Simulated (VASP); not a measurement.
# SiC (Imm2) in VASP: further runs

Runs on SiC. Level: PBE. Tasks: single point.

Everything below comes from runs of VASP 6.6.1. Logs are shortened: lines on timing, memory, paths and dates and some standing lists are left out, and cuts for length are marked.

## Step 1: The cell of the first run

The structure is orthorhombic, space group Imm2 (No. 44). Conventional cell: a = 3.075 Å, b = 3.075 Å, c = 4.348 Å, α = 90.00°, β = 90.00°, γ = 90.00°. Within 2.4 Å of Si (site symmetry mm2) lie 4 C at 1.84 to 1.93 Å. C (site symmetry mm2) has 4 Si at 1.84 to 1.93 Å within 2.4 Å.

## Step 2: Single point, PBE (all C atoms moved +0.075 Å, as atom 2 along Cartesian [0 0 1])

File INCAR:

```
SYSTEM = SiC
PREC = Accurate ; ENCUT = 520
EDIFF = 1E-7 ; ISMEAR = 0
SIGMA = 0.05 ; LREAL = .False.
LASPH = .True. ; NELM = 60
ALGO = Normal ; ISIF = 2
LWAVE = .False. ; LCHARG = .False.
GGA = PE ; NBANDS = 11
```

File KPOINTS:

```
Automatic mesh
0
Gamma
  12 12 12
  0 0 0
```

File POSCAR:

```
SiC
1.0
    0.0000000000      2.1740000000      2.1740000000
    2.1740000000      0.0000000000      2.1740000000
    2.1740000000      2.1740000000      0.0000000000
Si C
1 1
Direct
    0.0000000000      0.0000000000      0.0000000000
    0.7672493100      0.7672493100      0.7327506900
```

Potentials or basis: VASP PAW PBE potentials, release 64 (Si, C).

Started as:

```
> cat potpaw_PBE.64/Si/POTCAR potpaw_PBE.64/C/POTCAR > POTCAR
> mpirun -np 1 vasp_std > vasp.out
```

OUTCAR:

```text
SYSTEM = SiC
   PREC = Accurate
   ENCUT = 520
   EDIFF = 1E-7
   ISMEAR = 0
   LREAL = .False.
   LASPH = .True.
   NELM = 60
   ISIF = 2
   GGA = PE

 ion  position               nearest neighbor table
   1  0.000  0.000  0.000-   2 1.84   2 1.84   2 1.93   2 1.93
   2  0.767  0.767  0.733-   1 1.84   1 1.84   1 1.93   1 1.93

  LATTYP: Found a face centered cubic cell.
 ALAT       =     4.3480000000

  Lattice vectors:

 A1 = (   0.0000000000,   2.1740000000,   2.1740000000)
 A2 = (   2.1740000000,   0.0000000000,   2.1740000000)
 A3 = (   2.1740000000,   2.1740000000,   0.0000000000)

Analysis of symmetry for initial positions (statically):
=====================================================================
 Subroutine PRICEL returns:
 Original cell was already a primitive cell.

 Routine SETGRP: Setting up the symmetry group for a
 face centered cubic supercell.

 Subroutine GETGRP returns: Found  4 space group operations
 (whereof  4 operations were pure point group operations)
 out of a pool of 48 trial point group operations.

The static configuration has the point symmetry C_2v.

Analysis of symmetry for dynamics (positions and initial velocities):
=====================================================================
 Subroutine PRICEL returns:
 Original cell was already a primitive cell.

 Routine SETGRP: Setting up the symmetry group for a
 face centered cubic supercell.

 Subroutine GETGRP returns: Found  4 space group operations
 (whereof  4 operations were pure point group operations)
 out of a pool of 48 trial point group operations.

The dynamic configuration has the point symmetry C_2v.

 Subroutine INISYM returns: Found  4 space group operations
 (whereof  4 operations are pure point group operations),
 and found     1 'primitive' translations

----------------------------------------------------------------------------------------

                                     Primitive cell

  volume of cell :      20.5498

  direct lattice vectors                    reciprocal lattice vectors
     0.000000000  2.174000000  2.174000000    -0.229990800  0.229990800  0.229990800
     2.174000000  0.000000000  2.174000000     0.229990800 -0.229990800  0.229990800
     2.174000000  2.174000000  0.000000000     0.229990800  0.229990800 -0.229990800

  length of vectors
     3.074500285  3.074500285  3.074500285     0.398355752  0.398355752  0.398355752

  position of ions in fractional coordinates (direct lattice)
     0.000000000  0.000000000  0.000000000
     0.767249310  0.767249310  0.732750690

  ion indices of the primitive-cell ions
   primitive index   ion index
                 1           1
                 2           2

----------------------------------------------------------------------------------------

 KPOINTS: Automatic mesh

Automatic generation of k-mesh.
 Grid dimensions read from file:
 generate k-points for:   12   12   12

 Generating k-lattice:

  Cartesian coordinates                     Fractional coordinates (reciprocal lattice)
    -0.019165900  0.019165900  0.019165900     0.083333333  0.000000000  0.000000000
     0.019165900 -0.019165900  0.019165900     0.000000000  0.083333333  0.000000000
     0.019165900  0.019165900 -0.019165900     0.000000000  0.000000000  0.083333333

  Length of vectors
     0.033196313  0.033196313  0.033196313

  Shift w.r.t. Gamma in fractional coordinates (k-lattice)
     0.000000000  0.000000000  0.000000000

 Subroutine IBZKPT returns following result:
 ===========================================

 Found    280 irreducible k-points:

 Following reciprocal coordinates:
            Coordinates               Weight
  0.000000  0.000000  0.000000      1.000000
  0.083333  0.000000  0.000000      4.000000
  0.000000  0.000000  0.083333      4.000000
  0.166667  0.000000  0.000000      4.000000
  0.000000  0.000000  0.166667      4.000000
  0.250000  0.000000  0.000000      4.000000
[... 16 lines left out ...]
  0.083333  0.083333 -0.166667      4.000000
  0.333333  0.083333  0.000000      4.000000
 [... further k-points ...]
   k-points           NKPTS =    280   k-points in BZ     NKDIM =    280   number of bands    NBANDS=     11
   number of dos      NEDOS =    301   number of ions     NIONS =      2
   total plane-waves  NPLWV =  13824
   dimension x,y,z NGX =    24 NGY =   24 NGZ =   24
   dimension x,y,z NGXF=    48 NGYF=   48 NGZF=   48
   ions per type =               1   1
   NGX,Y,Z   is equivalent  to a cutoff of  12.98, 12.98, 12.98 a.u.
   NGXF,Y,Z  is equivalent  to a cutoff of  25.95, 25.95, 25.95 a.u.
 SYSTEM =  SiC
   PREC   = accura    normal or accurate (medium, high low for compatibility)
   ISTART =      0    job   : 0-new  1-cont  2-samecut
   ICHARG =      2    charge: 1-file 2-atom 10-const
   ISPIN  =      1    spin polarized calculation?
   LNONCOLLINEAR =      F non collinear calculations
   LSORBIT =      F    spin-orbit coupling
   LASPH  =      T    aspherical Exc in radial PAW
   ENCUT  =  520.0 eV  38.22 Ry    6.18 a.u.   5.72  5.72  5.72*2*pi/ulx,y,z
   NELM   =     60;   NELMIN=  2; NELMDL= -5     # of ELM steps
   EDIFF  = 0.1E-06   stopping-criterion for ELM
   LREAL  =      F    real-space projection
   EDIFFG = 0.1E-05   stopping-criterion for IOM
   NSW    =      0    number of steps for IOM
   IBRION =     -1    ionic relax: 0-MD 1-quasi-New 2-CG
   NFREE  =      0    steps in history (QN), initial steepest desc. (CG)
   ISIF   =      2    stress and relaxation
   ISYM   =      2    0-nonsym 1-usesym 2-fastsym
   POTIM  = 0.5000    time-step for ionic-motion
   TEBEG  =    0.0;   TEEND  =   0.0 temperature during run
   PSTRESS=    0.0 pullay stress
   NELECT =       8.0000    total number of electrons
   NUPDOWN=      -1.0000    fix difference up-down
   EMIN   =  10.00;   EMAX   =-10.00  energy-range for DOS
   EFERMI =   0.00;   METHOD = LEGACY
   ISMEAR =     0;   SIGMA  =   0.05  broadening in eV -4-tet -1-fermi 0-gaus
   EFERMI_NEDOS =   21; number of points for ismear=-14 and -15
   IALGO  =     38    algorithm
   IMIX   =      4    mixing-type and parameters
     AMIX     =   0.40;   BMIX     =  1.00
     AMIX_MAG =   1.60;   BMIX_MAG =  1.00
  volume/ion in A,a.u.               =      10.27        69.34
  Fermi-wavevector in a.u.,A,eV,Ry     =   1.195369  2.258920 19.441458  1.428907
  Thomas-Fermi vector in A             =   2.331336
   LORBIT       =      0    0 simple, 1 ext, 2 COOP (PROOUT), +10 PAW based schemes
   GGA     = PE    functional components
   LHFCALC =     F    Hartree Fock is set to
   AEXX    =    0.0000 exact exchange contribution
   IVDW    =     0    specifies the selected vdW correction
   LEPSILON=     F    determine dielectric tensor
   LRPA    =     F    only Hartree local field effects (RPA)
 non-spin polarized calculation
 Gauss-broadening in eV      SIGMA  =   0.05
  energy-cutoff  :      520.00
  volume of cell :       20.55
 maximum number of plane-waves:       568
   NGX = 11   NGY = 11   NGZ = 11

 number of electron       8.0000001 magnetization

 Free energy of the ion-electron system (eV)
  ---------------------------------------------------
  ext. energy  EPLUGINS =         0.00000000
  ---------------------------------------------------
  free energy    TOTEN  =       -14.99961641 eV

  energy without entropy =      -14.99961641  energy(sigma->0) =      -14.99961641

 E-fermi :   8.7857     XC(G=0): -11.3865

 val. band max:        8.5214289331   @ k =   0.0000   0.0000   0.0000
 cond. band min:       9.5181276994   @ k =   0.0000   0.5000   0.5000
 fundamental gap:      0.9966987663
 Fermi energy:         8.7857296386

 k-point     1 :       0.0000    0.0000    0.0000
  band No.  band energies     occupation
      1      -7.2772      2.00000
      2       7.8099      2.00000
      3       8.1953      2.00000
      4       8.5214      2.00000
      5      14.4712      0.00000
      6      15.4104      0.00000
      7      15.5341      0.00000
      8      15.7061      0.00000
      9      22.7194      0.00000
     10      22.7210      0.00000
     11      24.7439      0.00000

 k-point     2 :       0.0833    0.0000    0.0000
  band No.  band energies     occupation
      1      -7.1413      2.00000
      2       7.6108      2.00000
      3       7.7221      2.00000
      4       8.2560      2.00000
      5      14.7340      0.00000
      6      15.4971      0.00000
      7      15.7523      0.00000
      8      15.8810      0.00000
      9      22.0231      0.00000
     10      22.0346      0.00000
     11      24.5234      0.00000

 k-point     3 :       0.0000    0.0000    0.0833
  band No.  band energies     occupation
      1      -7.1402      2.00000
      2       7.2030      2.00000
      3       8.0127      2.00000
      4       8.4200      2.00000
      5      14.6823      0.00000
      6      15.5866      0.00000
      7      15.6373      0.00000
      8      15.9505      0.00000
      9      21.9000      0.00000
     10      21.9551      0.00000
     11      24.7162      0.00000

 k-point     4 :       0.1667    0.0000    0.0000
  band No.  band energies     occupation
      1      -6.7377      2.00000
      2       5.9473      2.00000
      3       7.5026      2.00000
      4       8.0032      2.00000
      5      14.5704      0.00000
      6      15.8578      0.00000
      7      16.2277      0.00000
      8      16.5996      0.00000
      9      21.2585      0.00000
     10      21.3570      0.00000
     11      23.7588      0.00000
[... 239 lines left out ...]
 k-point    22 :       0.0833    0.0000    0.2500
  band No.  band energies     occupation
      1      -6.1983      2.00000
      2       4.3886      2.00000
      3       7.1324      2.00000
      4       7.7816      2.00000
      5      14.3472      0.00000
      6      15.6542      0.00000
      7      16.9124      0.00000
      8      17.2100      0.00000
      9      19.9894      0.00000
     10      22.3038      0.00000
     11      24.4799      0.00000

 k-point    23 :       0.0833    0.0833   -0.1667
  band No.  band energies     occupation
      1      -6.2005      2.00000
      2       4.4406      2.00000
      3       7.3573      2.00000
      4       7.4555      2.00000
      5      14.3522      0.00000
      6      15.9564      0.00000
      7      16.7239      0.00000
      8      17.0147      0.00000
      9      20.0516      0.00000
     10      22.4389      0.00000
     11      24.5201      0.00000

 k-point    24 :       0.3333    0.0833    0.0000
  band No.  band energies     occupation
      1      -5.4060      2.00000
      2       2.7635      2.00000
      3       6.6704      2.00000
      4       7.3389      2.00000
      5      14.0117      0.00000
      6      15.4210      0.00000
      7      16.7709      0.00000
      8      17.8607      0.00000
      9      21.1269      0.00000
     10      23.3836      0.00000
     11      24.1649      0.00000

 [... further k-points ...]

------------------------ aborting loop because EDIFF is reached ----------------------------------------

  FORCE on cell =-STRESS in cart. coord.  units (eV):
  Direction    XX          YY          ZZ          XY          YZ          ZX
  --------------------------------------------------------------------------------------
  -------------------------------------------------------------------------------------
  Total        0.7455179      0.7455179      0.6074861      0.6572020      0.0000000      0.0000000
  in kB       58.1246096     58.1246096     47.3629040     51.2390213      0.0000000      0.0000000
  external PRESSURE =      54.5373744 kB  Pullay stress =       0.0000000 kB

 VOLUME and BASIS-vectors are now :
 -----------------------------------------------------------------------------
  energy-cutoff  :      520.00
  volume of cell :       20.55
      direct lattice vectors                 reciprocal lattice vectors
     0.000000000  2.174000000  2.174000000    -0.229990800  0.229990800  0.229990800
     2.174000000  0.000000000  2.174000000     0.229990800 -0.229990800  0.229990800
     2.174000000  2.174000000  0.000000000     0.229990800  0.229990800 -0.229990800

 POSITION                                       TOTAL-FORCE (eV/Angst)
 -----------------------------------------------------------------------------------
      0.00000      0.00000      0.00000         0.000000      0.000000      1.452076
      3.26100      3.26100      3.33600         0.000000      0.000000     -1.452076
 -----------------------------------------------------------------------------------
    total drift:                                0.000000      0.000000     -0.000009

  FREE ENERGIE OF THE ION-ELECTRON SYSTEM (eV)
  ---------------------------------------------------
  free  energy   TOTEN  =       -14.9996164122 eV

  energy  without entropy=      -14.9996164122  energy(sigma->0) =      -14.99961641
```

Wall time 73 s (1 thread of AMD EPYC 7R13, shared host); peak memory 0.15 GiB.

Results:

```yaml
Free_energy: -14.9996 eV
Pressure: 5.5 GPa
Largest_force: 1.452 eV/Å
Band_gap_on_the_k_mesh: 1.00 eV (least direct gap 4.36 eV)
```

Forces on the atoms (eV/Å):
```
Si   0.000  0.000  1.452
C    0.000  0.000 -1.452
```

Stress tensor (GPa, compression positive):
```
5.81 5.12 0.00
5.12 5.81 0.00
0.00 0.00 4.74
```

Levels at points of the mesh, in eV from the valence-band top:
| k point | band 2 | band 3 | band 4 | band 5 | band 6 | band 7 |
| --- | --- | --- | --- | --- | --- | --- |
| (0.00, 0.00, 0.00) | -0.71 | -0.33 | 0.00 | 5.95 | 6.89 | 7.01 |
| (0.50, 0.00, 0.00) | -8.76 | -1.71 | -1.22 | 5.14 | 6.58 | 7.12 |
| (0.00, 0.00, 0.50) | -9.06 | -1.54 | -1.10 | 5.13 | 6.71 | 7.27 |
| (0.50, 0.50, 0.00) | -8.14 | -3.74 | -3.36 | 1.00 | 4.02 | 13.76 |
| (0.00, 0.50, 0.50) | -8.17 | -3.52 | -3.52 | 1.00 | 3.98 | 13.77 |

Caveat: the cell differs from its parent crystal (all C atoms moved +0.075 Å, as atom 2 along Cartesian [0 0 1]); the cell stands under pressure; forces of over 1 eV/Å act on the atoms, so gaps and moduli don't describe the material at rest.

## Step 3: Single point, PBE (all C atoms moved +0.113 Å, as atom 2 along Cartesian [0 0 1])

File INCAR:

```
PREC = Accurate ; ENCUT = 520
EDIFF = 1E-7 ; ISMEAR = 0
SIGMA = 0.05 ; LREAL = F
LASPH = T ; NELM = 100
ALGO = Normal ; ISIF = 2
LWAVE = F ; LCHARG = T
GGA = PE ; LELF = T
LVHAR = T ; NBANDS = 11
```

File KPOINTS:

```
Automatic mesh
0
Gamma
  12 12 12
```

Changes to POSCAR since step 2:

```diff
@@ -9,2 +9,2 @@
     0.0000000000      0.0000000000      0.0000000000
-    0.7672493100      0.7672493100      0.7327506900
+    0.7758739650      0.7758739650      0.7241260350
```

Potentials or basis: VASP PAW PBE potentials, release 64 (Si, C).

Started as:

```
> cat potpaw_PBE.64/Si/POTCAR potpaw_PBE.64/C/POTCAR > POTCAR
> mpirun -np 1 vasp_std > vasp.out
```

It took 70 s on 1 thread of AMD EPYC 7R13, shared host; peak memory 0.15 GiB.

The run converged. Its results:

- Free energy: -14.9319 eV
- Pressure: 6.3 GPa
- Largest force: 2.159 eV/Å
- Band gap on the k mesh: 0.83 eV (least direct gap 4.28 eV)

Forces in eV/Å, atoms in the order of the input:
```
Si   0.000  0.000  2.159
C    0.000  0.000 -2.159
```

Stress tensor (GPa, compression positive):
```
7.10 7.74 0.00
7.74 7.10 0.00
0.00 0.00 4.68
```

Levels at points of the mesh, in eV from the valence-band top:
```csv
k point,band 1,band 2,band 3,band 4,band 5,band 6,band 7,band 8,band 9
"(0.00, 0.00, 0.00)",-15.95,-1.06,-0.46,0.00,5.76,6.69,6.86,7.13,14.03
"(0.50, 0.00, 0.00)",-12.46,-8.84,-2.03,-1.27,4.96,6.27,7.07,9.58,15.72
"(0.00, 0.00, 0.50)",-12.27,-9.29,-1.75,-1.11,4.95,6.45,7.30,9.56,15.57
"(0.50, 0.50, 0.00)",-10.94,-8.26,-4.00,-3.43,0.84,3.88,13.61,13.63,14.27
"(0.00, 0.50, 0.50)",-10.92,-8.34,-3.66,-3.65,0.83,3.78,13.60,13.71,14.31
```

Caveat: the cell differs from its parent crystal (all C atoms moved +0.113 Å, as atom 2 along Cartesian [0 0 1]); the cell stands under pressure; forces of over 1 eV/Å act on the atoms, so gaps and moduli don't describe the material at rest.

## Step 4: Single point, PBE (all C atoms moved +0.037 Å, as atom 2 along Cartesian [0 0 1])

File INCAR:

```
SYSTEM = SiC
PREC     = Accurate       ! precision mode
ENCUT    = 520            ! plane-wave cutoff, eV
EDIFF    = 1E-6           ! SCF threshold, eV
ISMEAR   = 0              ! smearing method
SIGMA    = 0.05           ! smearing width, eV
LREAL    = .False.        ! projectors in reciprocal space
LASPH    = .True.         ! aspherical terms in the spheres
NELM     = 80             ! most SCF steps
ALGO     = Normal         ! electronic algorithm
ISIF     = 2              ! what is computed and relaxed
LWAVE    = .False.        ! write WAVECAR
LCHARG   = .False.        ! write CHGCAR
GGA      = PE             ! functional
NBANDS   = 11             ! bands
```

File KPOINTS:

```
Automatic mesh
0
Gamma
  12 12 12
  0 0 0
```

Changes to POSCAR since step 3:

```diff
@@ -9,2 +9,2 @@
     0.0000000000      0.0000000000      0.0000000000
-    0.7758739650      0.7758739650      0.7241260350
+    0.7586246550      0.7586246550      0.7413753450
```

Started as:

```
> cat potpaw_PBE.64/Si/POTCAR potpaw_PBE.64/C/POTCAR > POTCAR
> mpirun -np 1 vasp_std > vasp.out
```

Run time: 64 s. Hardware: 1 thread of AMD EPYC 7R13, shared host; peak memory 0.15 GiB.

The run converged. Its results:

- Free energy: -15.0406 eV
- Pressure: 5.0 GPa
- Largest force: 0.730 eV/Å
- Band gap on the k mesh: 1.17 eV (least direct gap 4.46 eV)

Forces in eV/Å, atoms in the order of the input:
```
Si   0.000  0.000  0.730
C    0.000  0.000 -0.730
```

Stress tensor (GPa, compression positive):
```
5.04 2.55 0.00
2.55 5.04 0.00
0.00 0.00 4.77
```

Levels at points of the mesh, in eV from the valence-band top:
| k point | band 1 | band 2 | band 3 | band 4 | band 5 | band 6 | band 7 | band 8 | band 9 |
| --- | --- | --- | --- | --- | --- | --- | --- | --- | --- |
| (0.00, 0.00, 0.00) | -15.63 | -0.36 | -0.17 | 0.00 | 6.13 | 7.11 | 7.18 | 7.26 | 14.37 |
| (0.50, 0.00, 0.00) | -12.07 | -8.67 | -1.38 | -1.14 | 5.32 | 6.91 | 7.18 | 9.92 | 16.12 |
| (0.00, 0.00, 0.50) | -12.01 | -8.82 | -1.30 | -1.08 | 5.31 | 6.98 | 7.26 | 9.91 | 16.06 |
| (0.50, 0.50, 0.00) | -10.59 | -7.99 | -3.47 | -3.28 | 1.17 | 4.17 | 13.93 | 13.95 | 14.69 |
| (0.00, 0.50, 0.50) | -10.58 | -7.99 | -3.37 | -3.37 | 1.17 | 4.16 | 13.94 | 13.95 | 14.69 |

Caveat: the cell differs from its parent crystal (all C atoms moved +0.037 Å, as atom 2 along Cartesian [0 0 1]); the cell stands under pressure.

## Step 5: Summary

| cell | gap on the mesh (eV) | pressure (GPa) | largest force (eV/Å) |
| --- | --- | --- | --- |
| as given, atomic positions A | 1.00 | 5.5 | 1.45 |
| as given, atomic positions B | 0.83 | 6.3 | 2.16 |
| as given, atomic positions C | 1.17 | 5.0 | 0.73 |

Alike in all rows: task single point; level PBE; potentials or basis VASP PAW PBE potentials, release 64 (Si, C); no spin polarisation; k mesh 12 × 12 × 12; cutoff (eV) 520; smearing gaussian 0.05 eV.

Caveats: the cell stands under pressure; forces of over 1 eV/Å act on the atoms, so gaps and moduli don't describe the material at rest (at least some runs).

Total energies depend on the potentials used, so only differences within one code and one set of settings carry meaning.
